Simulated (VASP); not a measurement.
# Sn12BrO23 (a cell with a defect) in VASP: electric field gradients with PBE

Aim: the electric field gradients of Sn12BrO23 (a cell with a defect) with PBE.

All numbers are computed with VASP 6.6.1; they aren't measurements. Logs are shortened: lines on timing, memory, paths and dates and some standing lists are left out, and cuts for length are marked.

**1. The cell of the first run**

The cell holds a defect, 36 atoms: a = 6.701 Å, b = 6.701 Å, c = 9.559 Å, α = 90.00°, β = 90.00°, γ = 90.00°.

**2. Electric field gradients, PBE**

File INCAR:

```
SYSTEM = Sn12BrO23
PREC = Accurate
ENCUT = 520
EDIFF = 1E-8
ISMEAR = -1
SIGMA = 0.01
LREAL = Auto
LASPH = .True.
NELM = 100
ALGO = Fast
ISIF = 2
LWAVE = .False.
LCHARG = .False.
GGA = PE
LEFG = .True.
NELECT = 312.0
NBANDS = 180
```

File KPOINTS:

```
Automatic mesh
0
Gamma
  3 3 2
  0 0 0
```

File POSCAR:

```
Sn12BrO23
1.0
    4.7380000000      4.7380000000      0.0000000000
   -4.7380000000      4.7380000000      0.0000000000
    0.0000000000      0.0000000000      9.5595000000
Sn Br O
12 1 23
Direct
    0.0000000000      0.0000000000      0.0000000000
    0.0000000000      0.0000000000      0.3333333333
    0.0000000000      0.0000000000      0.6666666667
    0.5000000000      0.5000000000      0.0000000000
    0.5000000000      0.5000000000      0.3333333333
    0.5000000000      0.5000000000      0.6666666667
    0.5000000000      0.0000000000      0.1666666667
    0.5000000000      0.0000000000      0.5000000000
    0.5000000000      0.0000000000      0.8333333333
    0.0000000000      0.5000000000      0.1666666667
    0.0000000000      0.5000000000      0.5000000000
    0.0000000000      0.5000000000      0.8333333333
    0.3071000000      0.0000000000      0.0000000000
    0.3071000000      0.0000000000      0.3333333333
    0.3071000000      0.0000000000      0.6666666667
    0.8071000000      0.5000000000      0.0000000000
    0.8071000000      0.5000000000      0.3333333333
    0.8071000000      0.5000000000      0.6666666667
    0.5000000000      0.3071000000      0.1666666667
    0.5000000000      0.3071000000      0.5000000000
    0.5000000000      0.3071000000      0.8333333333
    0.0000000000      0.8071000000      0.1666666667
    0.0000000000      0.8071000000      0.5000000000
    0.0000000000      0.8071000000      0.8333333333
    0.6929000000      0.0000000000      0.0000000000
    0.6929000000      0.0000000000      0.3333333333
    0.6929000000      0.0000000000      0.6666666667
    0.1929000000      0.5000000000      0.0000000000
    0.1929000000      0.5000000000      0.3333333333
    0.1929000000      0.5000000000      0.6666666667
    0.5000000000      0.6929000000      0.1666666667
    0.5000000000      0.6929000000      0.5000000000
    0.5000000000      0.6929000000      0.8333333333
    0.0000000000      0.1929000000      0.1666666667
    0.0000000000      0.1929000000      0.5000000000
    0.0000000000      0.1929000000      0.8333333333
```

Potentials or basis: VASP PAW PBE potentials, release 64 (Sn_d, Br, O).

The run is started by

```console
$ cat potpaw_PBE.64/Sn_d/POTCAR potpaw_PBE.64/Br/POTCAR potpaw_PBE.64/O/POTCAR > POTCAR
$ mpirun -np 1 vasp_std > vasp.out
```

OUTCAR:

```text
SYSTEM = Sn12BrO23
   PREC = Accurate
   ENCUT = 520
   EDIFF = 1E-8
   ISMEAR = -1
   LREAL = Auto
   LASPH = .True.
   NELM = 100
   ISIF = 2
   GGA = PE
   NELECT = 312.0

 ion  position               nearest neighbor table
   1  0.000  0.000  0.000-  22 2.05  24 2.05  34 2.05  36 2.05  13 2.06  25 2.06   2 3.19   3 3.19
                            10 3.71  12 3.71   7 3.71   9 3.71  10 3.71  12 3.71   7 3.71   9 3.71
   2  0.000  0.000  0.333-  22 2.05  34 2.05  23 2.05  35 2.05  14 2.06  26 2.06   1 3.19   3 3.19
                             7 3.71  10 3.71  10 3.71   7 3.71   8 3.71  11 3.71  11 3.71   8 3.71
   3  0.000  0.000  0.667-  24 2.05  36 2.05  35 2.05  23 2.05  15 2.06  27 2.06   1 3.19   2 3.19
                             9 3.71  12 3.71  12 3.71   9 3.71  11 3.71  11 3.71   8 3.71   8 3.71
   4  0.500  0.500  0.000-  19 2.05  21 2.05  31 2.05  33 2.05  16 2.06  28 2.06   5 3.19   6 3.19
                            10 3.71  12 3.71   7 3.71   9 3.71   7 3.71   9 3.71  10 3.71  12 3.71
   5  0.500  0.500  0.333-  19 2.05  31 2.05  20 2.05  32 2.05  17 2.06  29 2.06   4 3.19   6 3.19
                             7 3.71  10 3.71   7 3.71  10 3.71   8 3.71   8 3.71  11 3.71  11 3.71
   6  0.500  0.500  0.667-  21 2.05  33 2.05  32 2.05  20 2.05  18 2.06  30 2.06   4 3.19   5 3.19
                             9 3.71  12 3.71   9 3.71  12 3.71   8 3.71  11 3.71  11 3.71   8 3.71
   7  0.500  0.000  0.167-  14 2.05  26 2.05  25 2.05  13 2.05  19 2.06  31 2.06   8 3.19   9 3.19
                             2 3.71   5 3.71   5 3.71   2 3.71   4 3.71   4 3.71   1 3.71   1 3.71
   8  0.500  0.000  0.500-  14 2.05  15 2.05  26 2.05  27 2.05  20 2.06  32 2.06   7 3.19   9 3.19
                             2 3.71   3 3.71   5 3.71   6 3.71   5 3.71   6 3.71   2 3.71   3 3.71
   9  0.500  0.000  0.833-  15 2.05  27 2.05  25 2.05  13 2.05  21 2.06  33 2.06   8 3.19   7 3.19
[... 29 lines left out ...]
  35  0.000  0.193  0.500-   2 2.05   3 2.05  11 2.06
  36  0.000  0.193  0.833-   3 2.05   1 2.05  12 2.06

  LATTYP: Found a simple tetragonal cell.
 ALAT       =     6.7005438585
 C/A-ratio  =     1.4266752374

  Lattice vectors:

 A1 = (   4.7380000000,   4.7380000000,   0.0000000000)
 A2 = (  -4.7380000000,   4.7380000000,   0.0000000000)
 A3 = (   0.0000000000,   0.0000000000,   9.5595000000)

Analysis of symmetry for initial positions (statically):
=====================================================================
 Subroutine PRICEL returns:
 Original cell was already a primitive cell.

 Routine SETGRP: Setting up the symmetry group for a
 simple tetragonal supercell.

 Subroutine GETGRP returns: Found  4 space group operations
 (whereof  4 operations were pure point group operations)
 out of a pool of 16 trial point group operations.

The static configuration has the point symmetry C_2v.

Analysis of symmetry for dynamics (positions and initial velocities):
=====================================================================
 Subroutine PRICEL returns:
 Original cell was already a primitive cell.

 Routine SETGRP: Setting up the symmetry group for a
 simple tetragonal supercell.

 Subroutine GETGRP returns: Found  4 space group operations
 (whereof  4 operations were pure point group operations)
 out of a pool of 16 trial point group operations.

The dynamic configuration has the point symmetry C_2v.

 Subroutine INISYM returns: Found  4 space group operations
 (whereof  4 operations are pure point group operations),
 and found     1 'primitive' translations

----------------------------------------------------------------------------------------

                                     Primitive cell

  volume of cell :     429.1956

  direct lattice vectors                    reciprocal lattice vectors
     4.738000000  4.738000000  0.000000000     0.105529759  0.105529759  0.000000000
    -4.738000000  4.738000000  0.000000000    -0.105529759  0.105529759  0.000000000
     0.000000000  0.000000000  9.559500000     0.000000000  0.000000000  0.104607982

  length of vectors
     6.700543859  6.700543859  9.559500000     0.149241617  0.149241617  0.104607982

  position of ions in fractional coordinates (direct lattice)
     0.000000000  0.000000000  0.000000000
     0.000000000  0.000000000  0.333333333
     0.000000000  0.000000000  0.666666667
     0.500000000  0.500000000  0.000000000
     0.500000000  0.500000000  0.333333333
[... 141 lines left out ...]
   EFERMI_NEDOS =   21; number of points for ismear=-14 and -15
   IALGO  =     68    algorithm
   IMIX   =      4    mixing-type and parameters
     AMIX     =   0.40;   BMIX     =  1.00
     AMIX_MAG =   1.60;   BMIX_MAG =  1.00
  volume/ion in A,a.u.               =      11.92        80.45
  Fermi-wavevector in a.u.,A,eV,Ry     =   1.472000  2.781677 29.480903  2.166785
  Thomas-Fermi vector in A             =   2.587068
   LORBIT       =      0    0 simple, 1 ext, 2 COOP (PROOUT), +10 PAW based schemes
   GGA     = PE    functional components
   LHFCALC =     F    Hartree Fock is set to
   AEXX    =    0.0000 exact exchange contribution
   IVDW    =     0    specifies the selected vdW correction
   LEPSILON=     F    determine dielectric tensor
   LRPA    =     F    only Hartree local field effects (RPA)
 non-spin polarized calculation
 RMM-DIIS sequential band-by-band and
  energy-cutoff  :      520.00
  volume of cell :      429.20
 maximum number of plane-waves:     11628
 NGX is ok and might be reduce to    50
   NGX = 25   NGY = 25   NGZ = 35

 number of electron     312.0000087 magnetization

 Free energy of the ion-electron system (eV)
  ---------------------------------------------------
  ext. energy  EPLUGINS =         0.00000000
  ---------------------------------------------------
  free energy    TOTEN  =      -214.46923857 eV

  energy without entropy =     -214.46923857  energy(sigma->0) =     -214.46923857

 E-fermi :   6.8735     XC(G=0): -11.3287

 val. band max:        6.6214891609   @ k =   0.0000   0.0000   0.0000
 cond. band min:       7.9821940447   @ k =   0.0000   0.0000   0.0000
 fundamental gap:      1.3607048838
 Fermi energy:         6.8735107577

 k-point     1 :       0.0000    0.0000    0.0000
  band No.  band energies     occupation
      1     -16.4649      2.00000
      2     -15.4106      2.00000
      3     -15.2010      2.00000
      4     -14.9726      2.00000
      5     -14.8126      2.00000
      6     -14.6454      2.00000
[... 1357 lines left out ...]
    167      12.7702      0.00000
    168      12.9646      0.00000
 [bands above 168 left out]

------------------------ aborting loop because EDIFF is reached ----------------------------------------

  FORCE on cell =-STRESS in cart. coord.  units (eV):
  Direction    XX          YY          ZZ          XY          YZ          ZX
  --------------------------------------------------------------------------------------
  -------------------------------------------------------------------------------------
  Total       44.4620163     44.4620163     62.1078082     25.8546449      0.0000000      0.0000000
  in kB      165.9756775    165.9756775    231.8470101     96.5147908      0.0000000      0.0000000
  external PRESSURE =     187.9327883 kB  Pullay stress =       0.0000000 kB

 VOLUME and BASIS-vectors are now :
 -----------------------------------------------------------------------------
  energy-cutoff  :      520.00
  volume of cell :      429.20
      direct lattice vectors                 reciprocal lattice vectors
     4.738000000  4.738000000  0.000000000     0.105529759  0.105529759  0.000000000
    -4.738000000  4.738000000  0.000000000    -0.105529759  0.105529759  0.000000000
     0.000000000  0.000000000  9.559500000     0.000000000  0.000000000  0.104607982

 POSITION                                       TOTAL-FORCE (eV/Angst)
 -----------------------------------------------------------------------------------
      0.00000      0.00000      0.00000       -10.595797    -10.595797     -0.000000
      0.00000      0.00000      3.18650        -0.165186     -0.165186      0.810211
      0.00000      0.00000      6.37300        -0.165186     -0.165186     -0.810211
      0.00000      4.73800      0.00000         0.397028      0.397028     -0.000000
      0.00000      4.73800      3.18650         0.031755      0.031755      0.607436
      0.00000      4.73800      6.37300         0.031755      0.031755     -0.607436
[... 28 lines left out ...]
     -0.91396      0.91396      4.77975        -0.153887      0.186022     -0.000000
     -0.91396      0.91396      7.96625         0.047317      0.209461      0.314506
 -----------------------------------------------------------------------------------
    total drift:                                0.022320      0.022320     -0.000000

  FREE ENERGIE OF THE ION-ELECTRON SYSTEM (eV)
  ---------------------------------------------------
  free  energy   TOTEN  =      -214.4692385727 eV

  energy  without entropy=     -214.4692385727  energy(sigma->0) =     -214.46923857

 Electric field gradients (V/A^2)
---------------------------------------------------------------------
 ion       V_xx      V_yy      V_zz      V_xy      V_xz      V_yz
---------------------------------------------------------------------
   1      -0.564    -0.564     1.129  -115.328    -0.000    -0.000
   2      30.947    30.947   -61.893   -24.040     0.880     0.880
   3      30.947    30.947   -61.893   -24.040    -0.880    -0.880
   4      26.752    26.752   -53.505   -19.850    -0.000    -0.000
   5      27.637    27.637   -55.275   -28.722    -0.225    -0.225
   6      27.637    27.637   -55.275   -28.722     0.225     0.225
[... 28 lines left out ...]
  35     -25.214   -25.464    50.678   -81.986     0.000    -0.000
  36     -22.999   -24.400    47.400   -75.738     3.457    -2.388
---------------------------------------------------------------------

 Electric field gradients after diagonalization (V/A^2)
 (convention: |V_zz| > |V_xx| > |V_yy|)
----------------------------------------------------------------------
 ion       V_xx      V_yy      V_zz     asymmetry (V_yy - V_xx)/ V_zz
----------------------------------------------------------------------
   1     114.764     1.129  -115.893       0.981
   2      54.987     6.929   -61.916       0.776
   3      54.987     6.929   -61.916       0.776
   4      46.602     6.902   -53.505       0.742
   5     -55.277    -1.083    56.359       0.962
   6     -55.277    -1.083    56.359       0.962
[... 28 lines left out ...]
  35      56.648    50.678  -107.325       0.056
  36      54.465    44.980   -99.445       0.095
----------------------------------------------------------------------

           NMR quadrupolar parameters

 Cq : quadrupolar parameter    Cq=e*Q*V_zz/h
 eta: asymmetry parameters     (V_yy - V_xx)/ V_zz
 Q  : nuclear electric quadrupole moment in mb (millibarn)
----------------------------------------------------------------------
 ion       Cq(MHz)       eta       Q (mb)
----------------------------------------------------------------------
   1      -0.280       0.981       1.000
   2      -0.150       0.776       1.000
   3      -0.150       0.776       1.000
   4      -0.129       0.742       1.000
   5       0.136       0.962       1.000
   6       0.136       0.962       1.000
[... 28 lines left out ...]
  35      -0.260       0.056       1.000
  36      -0.240       0.095       1.000
----------------------------------------------------------------------
```

It took 15 min on 1 thread of Intel Xeon 6975P-C (Granite Rapids), shared host; peak memory 0.66 GiB.

Results:

- Free energy: -214.4692 eV
- Largest force: 15.582 eV/Å
- Largest electric field gradient by atom: Sn -115.9, -61.9, -53.5, +56.4, -165.7, +60.2, -65.8, -59.1 (each value once); Br -237.3; O -108.6, -105.5, -106.8, -103.9, -108.1, -99.4, -107.3, -103.7, -108.8, -94.3, -106.5 (each value once) V/Å²

Forces in eV/Å, atoms in the order of the input:
```
Sn  -10.596 -10.596   0.000
Sn   -0.165  -0.165   0.810
Sn   -0.165  -0.165  -0.810
Sn    0.397   0.397   0.000
Sn    0.032   0.032   0.607
Sn    0.032   0.032  -0.607
Sn    6.769   6.769  12.295
Sn    0.105   0.105   0.000
Sn    6.769   6.769 -12.295
Sn   -0.186  -0.186   0.500
Sn   -0.030  -0.030   0.000
Sn   -0.186  -0.186  -0.500
Br   -3.256  -3.256   0.000
O    -0.240  -0.240  -0.391
O    -0.240  -0.240   0.391
O    -0.190  -0.190   0.000
O    -0.236  -0.236  -0.223
O    -0.236  -0.236   0.223
O     0.262  -0.394  -0.284
O     0.266  -0.297   0.000
O     0.262  -0.394   0.284
O     0.209   0.047  -0.315
O     0.186  -0.154   0.000
O     0.209   0.047   0.315
O     0.298   0.298   0.000
O     0.139   0.139  -0.367
O     0.139   0.139   0.367
O     0.316   0.316   0.000
O     0.239   0.239  -0.248
O     0.239   0.239   0.248
O    -0.394   0.262  -0.284
O    -0.297   0.266   0.000
O    -0.394   0.262   0.284
O     0.047   0.209  -0.315
O    -0.154   0.186   0.000
O     0.047   0.209   0.315
```

Levels at points of the mesh, in eV from the Fermi level:
| k point | band 153 | band 154 | band 155 | band 156 | band 157 | band 158 | band 159 | band 160 |
| --- | --- | --- | --- | --- | --- | --- | --- | --- |
| (0.00, 0.00, 0.00) | -0.96 | -0.92 | -0.87 | -0.25 | 1.11 | 3.77 | 3.83 | 4.40 |
| (0.00, 0.00, 0.50) | -0.87 | -0.87 | -0.67 | -0.38 | 2.53 | 2.61 | 3.80 | 3.91 |

Electric field gradients, principal values (V/Å²):
| atom | least | middle | greatest (by size) |
| --- | --- | --- | --- |
| 1 Sn | 1.129 | 114.764 | -115.893 |
| 2 Sn | 6.929 | 54.987 | -61.916 |
| 3 Sn | 6.929 | 54.987 | -61.916 |
| 4 Sn | 6.902 | 46.602 | -53.505 |
| 5 Sn | -1.083 | -55.277 | 56.359 |
| 6 Sn | -1.083 | -55.277 | 56.359 |
| 7 Sn | 80.518 | 85.179 | -165.696 |
| 8 Sn | -3.849 | -56.326 | 60.175 |
| 9 Sn | 80.518 | 85.179 | -165.696 |
| 10 Sn | 20.134 | 45.675 | -65.808 |
| 11 Sn | 4.424 | 54.633 | -59.057 |
| 12 Sn | 20.134 | 45.675 | -65.808 |
| 13 Br | 104.636 | 132.668 | -237.304 |
| 14 O | 50.518 | 58.065 | -108.583 |
| 15 O | 50.518 | 58.065 | -108.583 |
| 16 O | 46.347 | 59.116 | -105.463 |
| 17 O | 47.730 | 59.092 | -106.822 |
| 18 O | 47.730 | 59.092 | -106.822 |
| 19 O | 44.823 | 59.080 | -103.903 |
| 20 O | 48.845 | 59.296 | -108.141 |
| 21 O | 44.823 | 59.080 | -103.903 |
| 22 O | 44.980 | 54.465 | -99.445 |
| 23 O | 50.678 | 56.648 | -107.325 |
| 24 O | 44.980 | 54.465 | -99.445 |
| 25 O | 51.195 | 52.479 | -103.675 |
| 26 O | 49.354 | 59.396 | -108.750 |
| 27 O | 49.354 | 59.396 | -108.750 |
| 28 O | 40.519 | 53.814 | -94.332 |
| 29 O | 48.262 | 58.209 | -106.471 |
| 30 O | 48.262 | 58.209 | -106.471 |
| 31 O | 44.823 | 59.080 | -103.903 |
| 32 O | 48.845 | 59.296 | -108.141 |
| 33 O | 44.823 | 59.080 | -103.903 |
| 34 O | 44.980 | 54.465 | -99.445 |
| 35 O | 50.678 | 56.648 | -107.325 |
| 36 O | 44.980 | 54.465 | -99.445 |

Caveat: the cell carries a net charge on a neutralising background, which shifts energy and pressure; the cell is charged against a uniform background, so pressure and absolute levels hang on convention; without QUAD_EFG the Cq values of the log hold for a quadrupole moment of 1 mb, not for the nuclei; spin-orbit coupling is left out, which moves the levels of the heavy elements.
